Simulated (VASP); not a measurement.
# SnO in VASP: single point with r2SCAN

Aim: the single point of SnO with r2SCAN.

Everything below comes from runs of VASP 6.6.1. Logs are shortened: lines on timing, memory, paths and dates and some standing lists are left out, and cuts for length are marked.

### 1 The cell of the first run

The cell holds a slab with vacuum, 12 atoms: a = 3.808 Å, b = 4.934 Å, c = 24.520 Å, α = 90.00°, β = 90.00°, γ = 90.00°.

### 2 Single point, r2SCAN

File POSCAR:

```
SnO
1.0
    3.8080256410      0.0000000000      0.0000000000
    0.0000000000      4.9341313109      0.0000000000
    0.0000000000      0.0000000000     24.5200641024
Sn O
6 6
Direct
    0.0000000000      0.2430875202      0.3096825429
    0.5000000000      0.7853788571      0.3800288742
    0.0000000000      0.2375654145      0.4633841406
    0.5000000000      0.7624345866      0.5366158741
    0.0000000000      0.2146211606      0.6199711362
    0.5000000000      0.7569124672      0.6903174606
    0.5000000000      0.0290502630      0.3087992540
    0.0000000000      0.0183782130      0.3843581695
    0.5000000000      0.0031255230      0.4607606037
    0.0000000000     -0.0031255338      0.5392393783
    0.5000000000     -0.0183781974      0.6156418197
    0.0000000000     -0.0290502740      0.6912007463
```

File INCAR.step1:

```
ALGO     = Normal         # electronic algorithm
DIPOL    = 0.5 0.5 0.500
EDIFF    = 1E-4           # SCF threshold, eV
ENCUT    = 520            # plane-wave cutoff, eV
GGA      = PE             # functional
IDIPOL   = 3            
ISMEAR   = 0              # smearing method
KPAR     = 4            
LASPH    = True           # aspherical terms in the spheres
LCHARG   = False          # write CHGCAR
LDIPOL   = True         
LREAL    = False          # projectors in reciprocal space
LWAVE    = True           # write WAVECAR
NBANDS   = 72             # bands
NELM     = 80             # most SCF steps
PREC     = Accurate       # precision mode
SIGMA    = 0.05           # smearing width, eV
```

File INCAR.step2:

```
ALGO     = Normal         # electronic algorithm
DIPOL    = 0.5 0.5 0.500
EDIFF    = 1E-6           # SCF threshold, eV
ENCUT    = 520            # plane-wave cutoff, eV
IDIPOL   = 3            
ISIF     = 2              # what is computed and relaxed
ISMEAR   = 0              # smearing method
ISTART   = 1            
KPAR     = 4            
LASPH    = True           # aspherical terms in the spheres
LCHARG   = False          # write CHGCAR
LDIPOL   = True         
LMIXTAU  = True         
LREAL    = False          # projectors in reciprocal space
LWAVE    = False          # write WAVECAR
METAGGA  = R2SCAN         # meta-GGA
NBANDS   = 72             # bands
NELM     = 80             # most SCF steps
PREC     = Accurate       # precision mode
SIGMA    = 0.05           # smearing width, eV
```

File KPOINTS:

```
k-points
0
Gamma
  9 7 1
```

Potentials or basis: VASP PAW PBE potentials, release 64 (Sn_d, O).

Started as:

```console
$ cat potpaw_PBE.64/Sn_d/POTCAR potpaw_PBE.64/O/POTCAR > POTCAR
$ cp INCAR.step1 INCAR
$ mpirun -np 4 vasp_std > vasp.out
$ cp INCAR.step2 INCAR
$ mpirun -np 4 vasp_std > vasp.out
```

OUTCAR:

```text
EDIFF = 1E-6
   ENCUT = 520
   ISIF = 2
   ISMEAR = 0
   ISTART = 1
   LASPH = True
   LREAL = False
   METAGGA = R2SCAN
   NELM = 80
   PREC = Accurate

 ion  position               nearest neighbor table
   1  0.000  0.243  0.310-   8 2.14   7 2.18   7 2.18   2 3.42   2 3.42   2 3.71   2 3.71
   2  0.500  0.785  0.380-   7 2.12   8 2.23   8 2.23   9 2.25   1 3.42   1 3.42   3 3.58   3 3.58
                             1 3.71   1 3.71
   3  0.000  0.238  0.463-  10 2.21   8 2.22   9 2.23   9 2.23   4 3.51   4 3.51   2 3.58   2 3.58
                             4 3.68   4 3.68
   4  0.500  0.762  0.537-   9 2.21  11 2.22  10 2.23  10 2.23   3 3.51   3 3.51   5 3.58   5 3.58
                             3 3.68   3 3.68
   5  0.000  0.215  0.620-  12 2.12  11 2.23  11 2.23  10 2.25   6 3.42   6 3.42   4 3.58   4 3.58
                             6 3.71   6 3.71
   6  0.500  0.757  0.690-  11 2.14  12 2.18  12 2.18   5 3.42   5 3.42   5 3.71   5 3.71
   7  0.500  0.029  0.309-   2 2.12   1 2.18   1 2.18
   8  0.000  0.018  0.384-   1 2.14   3 2.22   2 2.23   2 2.23
   9  0.500  0.003  0.461-   4 2.21   3 2.23   3 2.23   2 2.25
  10  0.000  0.997  0.539-   3 2.21   4 2.23   4 2.23   5 2.25
  11  0.500  0.982  0.616-   6 2.14   4 2.22   5 2.23   5 2.23
  12  0.000  0.971  0.691-   5 2.12   6 2.18   6 2.18

  LATTYP: Found a simple orthorhombic cell.
 ALAT       =     3.8080256410
 B/A-ratio  =     1.2957190355
 C/A-ratio  =     6.4390491068

  Lattice vectors:

 A1 = (   3.8080256410,   0.0000000000,   0.0000000000)
 A2 = (   0.0000000000,   4.9341313109,   0.0000000000)
 A3 = (   0.0000000000,   0.0000000000,  24.5200641024)

Analysis of symmetry for initial positions (statically):
=====================================================================
 Subroutine PRICEL returns:
 Original cell was already a primitive cell.

 Routine SETGRP: Setting up the symmetry group for a
 simple orthorhombic supercell.

 Subroutine GETGRP returns: Found  4 space group operations
 (whereof  2 operations were pure point group operations)
 out of a pool of  8 trial point group operations.

The static configuration has the point symmetry C_1h.
 The point group associated with its full space group is C_2h.

Analysis of symmetry for dynamics (positions and initial velocities):
=====================================================================
 Subroutine PRICEL returns:
 Original cell was already a primitive cell.

 Routine SETGRP: Setting up the symmetry group for a
 simple orthorhombic supercell.

 Subroutine GETGRP returns: Found  4 space group operations
 (whereof  2 operations were pure point group operations)
 out of a pool of  8 trial point group operations.

The dynamic configuration has the point symmetry C_1h.
 The point group associated with its full space group is C_2h.

 Subroutine INISYM returns: Found  4 space group operations
 (whereof  2 operations are pure point group operations),
 and found     1 'primitive' translations

----------------------------------------------------------------------------------------

                                     Primitive cell

  volume of cell :     460.7148

  direct lattice vectors                    reciprocal lattice vectors
     3.808025641  0.000000000  0.000000000     0.262603274  0.000000000  0.000000000
     0.000000000  4.934131311  0.000000000     0.000000000  0.202669920  0.000000000
     0.000000000  0.000000000 24.520064102     0.000000000  0.000000000  0.040782928

  length of vectors
     3.808025641  4.934131311 24.520064102     0.262603274  0.202669920  0.040782928

  position of ions in fractional coordinates (direct lattice)
     0.000000000  0.243087520  0.309682543
     0.500000000  0.785378857  0.380028874
     0.000000000  0.237565414  0.463384141
     0.500000000  0.762434587  0.536615874
     0.000000000  0.214621161  0.619971136
     0.500000000  0.756912467  0.690317461
     0.500000000  0.029050263  0.308799254
     0.000000000  0.018378213  0.384358169
     0.500000000  0.003125523  0.460760604
     0.000000000  0.996874466  0.539239378
     0.500000000  0.981621803  0.615641820
     0.000000000  0.970949726  0.691200746

  ion indices of the primitive-cell ions
   primitive index   ion index
                 1           1
[... 25 lines left out ...]
     0.000000000  0.000000000  0.040782928     0.000000000  0.000000000  1.000000000

  Length of vectors
     0.029178142  0.028952846  0.040782928

  Shift w.r.t. Gamma in fractional coordinates (k-lattice)
     0.000000000  0.000000000  0.000000000

 Subroutine IBZKPT returns following result:
 ===========================================

 Found     20 irreducible k-points:

 Following reciprocal coordinates:
            Coordinates               Weight
  0.000000  0.000000  0.000000      1.000000
  0.111111  0.000000  0.000000      2.000000
  0.222222  0.000000  0.000000      2.000000
  0.333333  0.000000  0.000000      2.000000
  0.444444  0.000000  0.000000      2.000000
  0.000000  0.142857  0.000000      2.000000
[... 12 lines left out ...]
  0.333333  0.428571  0.000000      4.000000
  0.444444  0.428571  0.000000      4.000000
   k-points           NKPTS =     20   k-points in BZ     NKDIM =     20   number of bands    NBANDS=     72
   number of dos      NEDOS =    301   number of ions     NIONS =     12
   total plane-waves  NPLWV = 215040
   dimension x,y,z NGX =    28 NGY =   40 NGZ =  192
   dimension x,y,z NGXF=    56 NGYF=   80 NGZF=  384
   ions per type =               6   6
   NGX,Y,Z   is equivalent  to a cutoff of  12.22, 13.48, 13.02 a.u.
   NGXF,Y,Z  is equivalent  to a cutoff of  24.45, 26.95, 26.04 a.u.
 SYSTEM =  unknown system
   PREC   = accura    normal or accurate (medium, high low for compatibility)
   ISTART =      1    job   : 0-new  1-cont  2-samecut
   ICHARG =      0    charge: 1-file 2-atom 10-const
   ISPIN  =      1    spin polarized calculation?
   LNONCOLLINEAR =      F non collinear calculations
   LSORBIT =      F    spin-orbit coupling
   LASPH  =      T    aspherical Exc in radial PAW
   ENCUT  =  520.0 eV  38.22 Ry    6.18 a.u.   7.08  9.17 45.59*2*pi/ulx,y,z
   NELM   =     80;   NELMIN=  2; NELMDL=  0     # of ELM steps
   EDIFF  = 0.1E-05   stopping-criterion for ELM
   LREAL  =      F    real-space projection
   EDIFFG = 0.1E-04   stopping-criterion for IOM
   NSW    =      0    number of steps for IOM
   IBRION =     -1    ionic relax: 0-MD 1-quasi-New 2-CG
   NFREE  =      0    steps in history (QN), initial steepest desc. (CG)
   ISIF   =      2    stress and relaxation
   ISYM   =      2    0-nonsym 1-usesym 2-fastsym
   POTIM  = 0.5000    time-step for ionic-motion
   TEBEG  =    0.0;   TEEND  =   0.0 temperature during run
   PSTRESS=    0.0 pullay stress
   NELECT =     120.0000    total number of electrons
   NUPDOWN=      -1.0000    fix difference up-down
   EMIN   =  10.00;   EMAX   =-10.00  energy-range for DOS
   EFERMI =   0.00;   METHOD = LEGACY
   ISMEAR =     0;   SIGMA  =   0.05  broadening in eV -4-tet -1-fermi 0-gaus
   EFERMI_NEDOS =   21; number of points for ismear=-14 and -15
   IALGO  =     38    algorithm
   IMIX   =      4    mixing-type and parameters
     AMIX     =   0.40;   BMIX     =  1.00
     AMIX_MAG =   1.60;   BMIX_MAG =  1.00
  volume/ion in A,a.u.               =      38.39       259.09
  Fermi-wavevector in a.u.,A,eV,Ry     =   1.045501  1.975711 14.872157  1.093073
  Thomas-Fermi vector in A             =   2.180300
   LORBIT       =      0    0 simple, 1 ext, 2 COOP (PROOUT), +10 PAW based schemes
   METAGGA = R2SCAN    functional components
   LHFCALC =     F    Hartree Fock is set to
   AEXX    =    0.0000 exact exchange contribution
   IVDW    =     0    specifies the selected vdW correction
   LEPSILON=     F    determine dielectric tensor
   LRPA    =     F    only Hartree local field effects (RPA)
 non-spin polarized calculation
 Gauss-broadening in eV      SIGMA  =   0.05
  energy-cutoff  :      520.00
  volume of cell :      460.71
 maximum number of plane-waves:     12466
   NGX = 15   NGY = 19   NGZ = 91

 number of electron     120.0000011 magnetization

 dipolmoment           0.000000      0.000000      0.000002 electrons x Angstroem

 Free energy of the ion-electron system (eV)
  ---------------------------------------------------
  ext. energy  EPLUGINS =         0.00000000
  ---------------------------------------------------
  free energy    TOTEN  =      -199.58661379 eV

  energy without entropy =     -199.58661379  energy(sigma->0) =     -199.58661379

 E-fermi :   1.0168     XC(G=0):  -5.4791

 val. band max:        0.7996232416   @ k =   0.1111   0.0000   0.0000
 cond. band min:       1.6567970755   @ k =   0.4444   0.0000   0.0000
 fundamental gap:      0.8571738338
 Fermi energy:         1.0168264611

 k-point     1 :       0.0000    0.0000    0.0000
  band No.  band energies     occupation
      1     -21.8984      2.00000
      2     -21.8890      2.00000
      3     -21.7680      2.00000
      4     -21.6441      2.00000
      5     -21.5785      2.00000
      6     -21.4325      2.00000
[... 1489 lines left out ...]
     71       5.9691      0.00000
     72       6.1673      0.00000

------------------------ aborting loop because EDIFF is reached ----------------------------------------

 vacuum level on the upper side and lower side of the slab       (xc-potential included)         0.008         0.008

  FORCE on cell =-STRESS in cart. coord.  units (eV):
  Direction    XX          YY          ZZ          XY          YZ          ZX
  --------------------------------------------------------------------------------------
  -------------------------------------------------------------------------------------
  Total       -2.6505357      0.1932127      0.6855986      0.0000000     -0.1965046      0.0000000
  in kB       -9.2174772      0.6719147      2.3842309      0.0000000     -0.6833625      0.0000000
  external PRESSURE =      -2.0537772 kB  Pullay stress =       0.0000000 kB

 VOLUME and BASIS-vectors are now :
 -----------------------------------------------------------------------------
  energy-cutoff  :      520.00
  volume of cell :      460.71
      direct lattice vectors                 reciprocal lattice vectors
     3.808025641  0.000000000  0.000000000     0.262603274  0.000000000  0.000000000
     0.000000000  4.934131311  0.000000000     0.000000000  0.202669920  0.000000000
     0.000000000  0.000000000 24.520064102     0.000000000  0.000000000  0.040782928

 POSITION                                       TOTAL-FORCE (eV/Angst)
 -----------------------------------------------------------------------------------
      0.00000      1.19943      7.59344         0.000000      0.117954     -0.066614
      1.90401      3.87516      9.31833         0.000000     -0.153403      0.010904
      0.00000      1.17218     11.36221         0.000000      0.144200      0.005929
      1.90401      3.76195     13.15786         0.000000     -0.144200     -0.005929
      0.00000      1.05897     15.20173         0.000000      0.153403     -0.010904
      1.90401      3.73471     16.92663         0.000000     -0.117954      0.066614
      1.90401      0.14334      7.57178         0.000000     -0.021638     -0.043762
      0.00000      0.09068      9.42449         0.000000     -0.005833      0.012785
      1.90401      0.01542     11.29788         0.000000     -0.006472     -0.010453
      0.00000      4.91871     13.22218         0.000000      0.006472      0.010453
      1.90401      4.84345     15.09558         0.000000      0.005833     -0.012785
      0.00000      4.79079     16.94829         0.000000      0.021638      0.043762
 -----------------------------------------------------------------------------------
    total drift:                                0.000000      0.000052      0.001101

  FREE ENERGIE OF THE ION-ELECTRON SYSTEM (eV)
  ---------------------------------------------------
  free  energy   TOTEN  =      -199.5866137851 eV

  energy  without entropy=     -199.5866137851  energy(sigma->0) =     -199.58661379

 vacuum level on the upper side and lower side of the slab         5.053         5.052
```

It took 12 min on 4 MPI ranks of Intel Xeon Platinum 8559C (Emerald Rapids), shared host; peak memory 0.83 GiB.

Results:

| Quantity | Value |
| --- | --- |
| Free energy | -199.5866 eV |
| Largest force | 0.154 eV/Å |
| Band gap on the k mesh | 0.86 eV (least direct gap 2.10 eV) |

Forces on the atoms (eV/Å):
```
Sn   0.000  0.118 -0.067
Sn   0.000 -0.153  0.011
Sn   0.000  0.144  0.006
Sn   0.000 -0.144 -0.006
Sn   0.000  0.153 -0.011
Sn   0.000 -0.118  0.067
O    0.000 -0.022 -0.044
O    0.000 -0.006  0.013
O    0.000 -0.006 -0.010
O    0.000  0.006  0.010
O    0.000  0.006 -0.013
O    0.000  0.022  0.044
```

Levels at points of the mesh, in eV from the valence-band top:
```
           k point  band 58  band 59  band 60  band 61  band 62  band 63
(0.00, 0.00, 0.00)    -1.86    -0.88    -0.01     2.09     2.10     3.27
```

Caveat: the PAW data sets were made with another functional, which shifts forces and pressure a little; spin-orbit coupling is left out, which moves the levels of the heavy elements.
